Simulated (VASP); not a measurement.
Input of a VASP 6.6.1 run:

The input INCAR:

```
SYSTEM = C
PREC = Accurate
ENCUT = 600
EDIFF = 1E-7
ISMEAR = 0
SIGMA = 0.1
LREAL = .FALSE.
LASPH = .TRUE.
NELM = 120
ALGO = Normal
ISIF = 3
LWAVE = .FALSE.
LCHARG = .FALSE.
GGA = PE
IBRION = 2
NSW = 90
EDIFFG = -0.04
GGA_COMPAT = .FALSE.
NELMIN = 4
```

Contents of KPOINTS:

```
Automatic mesh
0
G
  8 8 8
  0 0 0
```

File POSCAR:

```
C
1.0
    0.0000000000      1.7803725545      1.7803725545
    1.7803725545      0.0000000000      1.7803725545
    1.7803725545      1.7803725545      0.0000000000
C
2
Direct
    0.5000000000      0.5000000000      0.5000000000
    0.7500000000      0.7500000000      0.7500000000
```

Potentials or basis: VASP PAW PBE potentials, release 64 (C).

Launch:

```bash
$ cat potpaw_PBE.64/C/POTCAR > POTCAR
$ mpirun -np 1 vasp_std > vasp.out
```

Problem. What does it give for the band gap on the k mesh?

Solution. 4.12 eV, indirect (least direct gap 5.58 eV).

Problem. Predict the space group after relaxing (to 0.05 Å).

Solution. Fd-3m (No. 227).

Problem. Predict the relaxed cell.

Solution. a = 2.526 Å, b = 2.526 Å, c = 2.526 Å, α = 60.00°, β = 60.00°, γ = 60.00°.

Problem. Predict the relaxed volume.

Solution. 5.70 Å³/atom.

Final structure:
```
C
1.0
     0.00000    1.78583    1.78583
     1.78583    0.00000    1.78583
     1.78583    1.78583    0.00000
C
2
Direct
  0.50000 0.50000 0.50000
  0.75000 0.75000 0.75000
```

A k mesh can miss the band edges. A hybrid or GW would open this gap; PBE tends to underestimate it.
